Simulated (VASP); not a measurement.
Wanted: the native input for a VASP 6.6.1 run.

```
Task                   : single point
Functional             : PBE
Potentials or basis    : VASP PAW PBE potentials, release 64 (Pb_d, S)
Cutoff                 : 500 eV
k mesh                 : 12 × 12 × 12
Occupations            : gaussian, width 0.03 eV
Spin                   : no spin polarisation
Dipole correction      : no
Further INCAR settings : ALGO = Normal; EDIFF = 1e-06; NBANDS = 17
```

The structure of PbS (rock salt) lies in POSCAR:

```
PbS
1.0
    0.0000000000      2.8549197093      2.8549197093
    2.8549197093      0.0000000000      2.8549197093
    2.8549197093      2.8549197093      0.0000000000
Pb S
1 1
Direct
    0.0000000000      0.0000000000      0.0000000000
    0.5000000000      0.5000000000      0.5000000000
```

This cell differs from its parent crystal: volume scaled by 0.89.

These files were run (other wordings do the same):

INCAR

```
SYSTEM = PbS
PREC = Accurate
ENCUT = 500
EDIFF = 1E-6
ISMEAR = 0
SIGMA = 0.03
LREAL = .FALSE.
LASPH = .TRUE.
NELM = 120
ALGO = Normal
ISIF = 2
LWAVE = .FALSE.
LCHARG = .FALSE.
GGA = PE
NBANDS = 17
GGA_COMPAT = .FALSE.
```

KPOINTS

```
Automatic mesh
0
G
  12 12 12
  0 0 0
```

Potentials or basis: VASP PAW PBE potentials, release 64 (Pb_d, S).

Command:

```sh
$ cat potpaw_PBE.64/Pb_d/POTCAR potpaw_PBE.64/S/POTCAR > POTCAR
$ mpirun -np 1 vasp_std > vasp.out
```

Results of the run:

The pressure is 11.1 GPa and the band gap on the k mesh is 0.13 eV, direct.

Caveat: spin-orbit coupling is left out, which moves the levels of the heavy elements.

Run time: 82 s on 1 thread of AMD EPYC 7R13 (shared host), peak memory 0.17 GiB.
